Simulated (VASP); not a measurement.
Input of a VASP 6.6.1 run:

File INCAR:

```
PREC = Accurate
ENCUT = 520
EDIFF = 1E-6
ISMEAR = 0
SIGMA = 0.05
LREAL = False
LASPH = True
NELM = 60
ALGO = Normal
ISIF = 2
LWAVE = False
LCHARG = True
GGA = PE
LELF = True
LVHAR = True
NBANDS = 26
```

File KPOINTS:

```
regular mesh
0
Gamma
  9 9 6
```

Contents of POSCAR:

```
ZnS
1.0
    4.1165466131      0.0000000000      0.0000000000
   -2.0582733065      3.5650339429      0.0000000000
    0.0000000000      0.0000000000      6.1612353159
Zn S
2 2
Direct
    0.3333333333      0.6666666667      0.0052003725
    0.6666666667      0.3333333333      0.5052003725
    0.3333333333      0.6666666667      0.3797996275
    0.6666666667      0.3333333333      0.8797996275
```

Potentials or basis: VASP PAW PBE potentials, release 64 (Zn, S).

The run is started by

```bash
$ cat potpaw_PBE.64/Zn/POTCAR potpaw_PBE.64/S/POTCAR > POTCAR
$ mpirun -np 1 vasp_std > vasp.out
```

Problem. What does it give for the band gap on the k mesh?

Solution. 1.60 eV.

Problem. Predict the pressure.

Solution. -5.2 GPa.

Problem. Predict the largest force.

Solution. 0.385 eV/Å.

Stress tensor (GPa, compression positive):
```
-8.03  0.00  0.00
 0.00 -8.03  0.00
 0.00  0.00  0.60
```

Caveat: the cell stands under tension. As with any semilocal functional, this PBE gap is likely too small.
